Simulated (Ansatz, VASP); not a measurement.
**GaSb: VASP beside Ansatz**

```
CELL_PARAMETERS angstrom
0.00000 3.12018 3.05900
3.05900 0.00000 3.05900
3.05900 3.12018 0.00000
ATOMIC_POSITIONS crystal
Ga 0.00000 0.00000 0.00000
Sb 0.75000 0.75000 0.75000
```

Change from the starting cell: strain +0.0200 x Voigt [0, 1, 0, 0, 0, 0], atoms carried along.

Alike in both runs: task single point; functional PBEsol; k mesh 14 × 14 × 14; occupations gaussian, width 0.15 eV; no spin polarisation.

```csv
,VASP,Ansatz
version,VASP 6.6.1,Ansatz 0.2.0
potentials or method,"VASP PAW PBE potentials, release 64 (Ga_d, Sb), cutoff 520 eV","scalar-relativistic, plane waves, PAW"
valence electrons in the cell,18,28
```

```tsv
	VASP	Ansatz	Ansatz less VASP
gap on the k mesh at the Fermi level (eV)	none	none	-
pressure (GPa)	-1.0	-1.1	-0.09
traceless stress, the component that is largest in VASP (GPa)	-0.60	-0.60	+0.001
```

VASP's potentials were made for PBE, not for PBEsol. A gap of «none» marks a metal or a gap that the smearing closes. VASP's potentials hold 18 valence electrons a cell and Ansatz's 28, so a difference there can come from the potentials and not from the codes.

Neither program's run includes spin-orbit coupling.
